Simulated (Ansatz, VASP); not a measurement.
# BP: VASP beside Ansatz

```
CELL_PARAMETERS angstrom
0.00000 2.26009 2.26009
2.26009 0.00000 2.26009
2.26009 2.26009 0.00000
ATOMIC_POSITIONS crystal
B 0.00000 0.00000 0.00000
P 0.25000 0.25000 0.25000
```

Alike in both runs: task relaxation of cell and atoms; functional PBEsol; k mesh 10 × 10 × 10; no spin polarisation.

|  | VASP | Ansatz |
| --- | --- | --- |
| version | VASP 6.6.1 | Ansatz 0.2.0 |
| potentials or method | VASP PAW PBE potentials, release 64 (B, P), cutoff 600 eV | scalar-relativistic, plane waves, PAW |
| occupations | gaussian, width 0.01 eV | fixed |
| valence electrons in the cell | 8 | 8 |

|  | VASP | Ansatz | Ansatz less VASP |
| --- | --- | --- | --- |
| gap on the k mesh at the Fermi level, each at its own relaxed structure (eV) | 1.12 | 1.12 | +0.003 |
| relaxed volume (Å³/atom) | 11.55 | 11.54 | -0.007 |
| relaxed cell length with the largest relative difference (Å) | 3.197 | 3.196 | -0.0007 |

VASP's potentials were made for PBE, not for PBEsol.
